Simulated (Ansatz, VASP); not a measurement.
## Two plane-wave programs on BPt

```
CELL_PARAMETERS angstrom
3.22401 0.00000 0.00000
-1.61201 2.79207 0.00000
0.00000 0.00000 5.25603
ATOMIC_POSITIONS crystal
B 0.66667 0.33333 0.75000
B 0.33333 0.66667 0.25000
Pt 0.00000 0.00000 0.00000
Pt 0.00000 0.00000 0.50000
```

Alike in both runs: functional PBE; k mesh 18 × 18 × 10; occupations gaussian, width 0.1 eV; no spin polarisation.

Ansatz relaxed the structure, and its values are those at the end. VASP's run is a single point on that final structure, the one shown.

|  | VASP | Ansatz |
| --- | --- | --- |
| version | VASP 6.6.1 | Ansatz 0.2.0 |
| potentials or method | VASP PAW PBE potentials, release 64 (B, Pt), cutoff 520 eV | scalar-relativistic, plane waves, PAW |
| valence electrons in the cell | 26 | 42 |

```tsv
	VASP	Ansatz	Ansatz less VASP
gap on the k mesh at the Fermi level (eV)	none	none	-
pressure (GPa)	-0.3	0.0	+0.27
```

A gap of «none» marks a metal or a gap that the smearing closes. VASP's potentials hold 26 valence electrons a cell and Ansatz's 42, so a difference there can come from the potentials and not from the codes.

Neither program's run includes spin-orbit coupling.
